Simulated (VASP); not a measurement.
# Ge in VASP: a series of runs, part 2 of 2

VASP 6.6.1. Earlier steps stand in the parts before.

## Step 3: Single point, revPBE+D4

This run uses another cell than the first one, of 18.30 Å³/atom.

The input, INCAR:

```
ALGO = Normal
EDIFF = 1E-6
ENCUT = 520
GGA = RE
ISIF = 2
ISMEAR = -1
IVDW = 13
LASPH = True
LCHARG = False
LREAL = False
LWAVE = False
NBANDS = 21
NELM = 100
PREC = Accurate
SIGMA = 0.05
```

The input, KPOINTS:

```
k-points
0
Gamma
  10 10 6
```

The input, POSCAR:

```
Ge
1.0
    1.4232092276     -2.4654728266      0.0000000000
    1.4232092276      2.4654728266      0.0000000000
    0.0000000000      0.0000000000      5.2162095291
Ge
2
Direct
    0.4997385551      0.5002614449      0.2500000000
    0.5002614449      0.4997385551      0.7500000000
```

Potentials or basis: VASP PAW PBE potentials, release 64 (Ge_d).

On the command line:

```console
$ cat potpaw_PBE.64/Ge_d/POTCAR > POTCAR
$ mpirun -np 1 vasp_std > vasp.out
```

OUTCAR:

```text
EDIFF = 1E-6
   ENCUT = 520
   GGA = RE
   ISIF = 2
   ISMEAR = -1
   IVDW = 13
   LASPH = True
   LREAL = False
   NELM = 100
   PREC = Accurate

 ion  position               nearest neighbor table
   1  0.500  0.500  0.250-   2 2.61   2 2.61
   2  0.500  0.500  0.750-   1 2.61   1 2.61

  LATTYP: Found a base centered orthorhombic cell.
 ALAT       =     2.8464184552
 B/A-ratio  =     1.7323333624
 C/A-ratio  =     1.8325518933

  Lattice vectors:

 A1 = (   1.4232092276,  -2.4654728266,   0.0000000000)
 A2 = (   1.4232092276,   2.4654728266,   0.0000000000)
 A3 = (   0.0000000000,   0.0000000000,   5.2162095291)

Analysis of symmetry for initial positions (statically):
=====================================================================
 Subroutine PRICEL returns:
 Original cell was already a primitive cell.

 Routine SETGRP: Setting up the symmetry group for a
 base centered orthorhombic supercell.

 Subroutine GETGRP returns: Found  8 space group operations
 (whereof  4 operations were pure point group operations)
 out of a pool of  8 trial point group operations.

[... 160 lines left out ...]
  free energy    TOTEN  =        -7.87336629 eV

  energy without entropy =       -7.86836500  energy(sigma->0) =       -7.87086564

 E-fermi :   7.0782     XC(G=0): -11.3102

 val. band max:        7.0571817204   @ k =   0.3000   0.0000   0.5000
 cond. band min:       7.1972808323   @ k =   0.5000   0.2000   0.3333
 fundamental gap:      0.1400991119
 Fermi energy:         7.0782095564

 k-point     1 :       0.0000    0.0000    0.0000
  band No.  band energies     occupation
      1     -17.8175      2.00000
      2     -17.7009      2.00000
      3     -17.7007      2.00000
      4     -17.6874      2.00000
      5     -17.6873      2.00000
      6     -17.6278      2.00000
[... 565 lines left out ...]
     20      19.1664      0.00000
     21      24.1606      0.00000

 [... further k-points ...]

------------------------ aborting loop because EDIFF is reached ----------------------------------------

  DFT-D4 for vdW energy calculation

  Edisp (eV):   -1.32203

  FORCE on cell =-STRESS in cart. coord.  units (eV):
  Direction    XX          YY          ZZ          XY          YZ          ZX
  --------------------------------------------------------------------------------------
  -------------------------------------------------------------------------------------
  Total      -0.04382    -0.04621    -0.05912     0.00000     0.00000     0.00000
  in kB      -1.91786    -2.02237    -2.58759     0.00000     0.00000     0.00000
  external pressure =       -2.18 kB  Pullay stress =        0.00 kB

 VOLUME and BASIS-vectors are now :
 -----------------------------------------------------------------------------
  energy-cutoff  :      520.00
  volume of cell :       36.61
      direct lattice vectors                 reciprocal lattice vectors
     1.423209228 -2.465472827  0.000000000     0.351318689 -0.202800856  0.000000000
     1.423209228  2.465472827  0.000000000     0.351318689  0.202800856  0.000000000
     0.000000000  0.000000000  5.216209529     0.000000000  0.000000000  0.191710090

 POSITION                                       TOTAL-FORCE (eV/Angst)
 -----------------------------------------------------------------------------------
      1.42321      0.00129      1.30405         0.000000     -0.000430      0.000000
      1.42321     -0.00129      3.91216         0.000000      0.000430     -0.000000
 -----------------------------------------------------------------------------------
    total drift:                                0.000000     -0.000000     -0.000000

  FREE ENERGIE OF THE ION-ELECTRON SYSTEM (eV)
  ---------------------------------------------------
  free  energy   TOTEN  =        -9.1953952825 eV

  energy  without entropy=       -9.1903939940  energy(sigma->0) =       -9.19289464
```

OSZICAR:

```text
N       E                     dE             d eps       ncg     rms          rms(c)
DAV:   1     0.175352617060E+03    0.17535E+03   -0.14166E+04  6016   0.383E+03
DAV:   2     0.152804178127E+02   -0.16007E+03   -0.15480E+03  5233   0.579E+02
DAV:   3    -0.727413792523E+01   -0.22555E+02   -0.22339E+02  5974   0.132E+02
DAV:   4    -0.788698385346E+01   -0.61285E+00   -0.61242E+00  5837   0.252E+01
DAV:   5    -0.789581048887E+01   -0.88266E-02   -0.88264E-02  5896   0.327E+00    0.227E+00
DAV:   6    -0.788015977151E+01    0.15651E-01   -0.19585E-02  7040   0.242E+00    0.128E+00
DAV:   7    -0.787343691880E+01    0.67229E-02   -0.16500E-02  7063   0.192E+00    0.116E-01
DAV:   8    -0.787335502735E+01    0.81891E-04   -0.23560E-03  6487   0.843E-01    0.409E-02
DAV:   9    -0.787336694025E+01   -0.11913E-04   -0.79682E-05  6621   0.118E-01    0.106E-02
DAV:  10    -0.787336628699E+01    0.65326E-06   -0.41090E-06  5682   0.259E-02
   1 F= -.91953953E+01 E0= -.91928946E+01  d E =-.500129E-02
```

Run time: 3.1 min. Hardware: 1 thread of AMD EPYC 7R13, shared host; peak memory 0.18 GiB.

What came out:

- Free energy: -9.1954 eV
- Pressure: -0.2 GPa
- Band gap on the k mesh: zero (bands 14 and 15 overlap by 9.64 eV)
- Dispersion energy per atom: -0.661 eV

Caveat: the PAW data sets were made with another functional, which shifts forces and pressure a little.

## Step 4: Single point, PBEsol

This run uses another cell than the first one, of 14.62 Å³/atom.

The input, INCAR:

```
  PREC = Accurate
  ENCUT = 520
  EDIFF = 1E-6
  ISMEAR = -1
  SIGMA = 0.05
  LREAL = False
  LASPH = True
  NELM = 100
  ALGO = Normal
  ISIF = 2
  LWAVE = False
  LCHARG = True
  GGA = PS
  LELF = True
  LVHAR = True
  NBANDS = 21
```

The input, KPOINTS:

```
regular mesh
0
Gamma
  10 10 6
```

The input, POSCAR:

```
Ge
1.0
    1.3208826789     -2.2879066350      0.0000000000
    1.3208826789      2.2879066350      0.0000000000
    0.0000000000      0.0000000000      4.8386740814
Ge
2
Direct
    0.4998716794      0.5001283206      0.2500000000
    0.5001283206      0.4998716794      0.7500000000
```

On the command line:

```console
$ cat potpaw_PBE.64/Ge_d/POTCAR > POTCAR
$ mpirun -np 1 vasp_std > vasp.out
```

Wall time 23 s (1 thread of AMD EPYC 9R45 (Zen 5), shared host); peak memory 0.15 GiB.

The run converged. Its results:

* Free energy: -8.9182 eV
* Pressure: 29.9 GPa
* Band gap on the k mesh: zero (bands 14 and 15 overlap by 11.62 eV)

Stress tensor (GPa, compression positive):
```
29.96  0.00  0.00
 0.00 29.96  0.00
 0.00  0.00 29.75
```

Levels at points of the mesh, in eV from the Fermi level:
| k point | band 12 | band 13 | band 14 | band 15 | band 16 | band 17 |
| --- | --- | --- | --- | --- | --- | --- |
| (0.00, 0.00, 0.00) | -10.05 | -7.84 | 8.87 | 10.16 | 10.16 | 11.89 |
| (0.50, 0.00, 0.00) | -7.46 | -3.11 | -2.75 | -2.74 | 2.82 | 4.65 |
| (0.50, 0.50, 0.00) | -7.46 | -3.11 | -2.75 | -2.74 | 2.82 | 4.65 |
| (0.00, 0.00, 0.50) | -14.05 | -0.61 | -0.61 | 11.84 | 11.84 | 11.84 |
| (0.50, 0.00, 0.50) | -7.51 | -5.89 | -5.89 | 5.16 | 5.16 | 6.24 |
| (0.50, 0.50, 0.50) | -7.51 | -5.90 | -5.90 | 5.16 | 5.16 | 6.24 |

Caveat: the cell stands under pressure; the PAW data sets were made with another functional, which shifts forces and pressure a little.

## Step 5: The runs side by side

```tsv
level	cell	gap on the mesh (eV)	pressure (GPa)
revPBE+D3(BJ)	a = 2.839, b = 2.839, c = 5.204 Å, angles 90.0, 90.0, 120.0°, 2 atoms	none	-0.2
revPBE+D4	a = 2.847, b = 2.847, c = 5.216 Å, angles 90.0, 90.0, 120.0°, 2 atoms	none	-0.2
PBEsol	a = 2.642, b = 2.642, c = 4.839 Å, angles 90.0, 90.0, 120.0°, 2 atoms	none	29.9
```

Alike in all rows: task single point; potentials or basis VASP PAW PBE potentials, release 64 (Ge_d); no spin polarisation; k mesh 10 × 10 × 6; cutoff (eV) 520; smearing fermi-dirac 0.05 eV.

Caveats: the PAW data sets were made with another functional, which shifts forces and pressure a little; the cell stands under pressure (at least some runs).

Absolute energies hang on the potentials; compare differences alone.
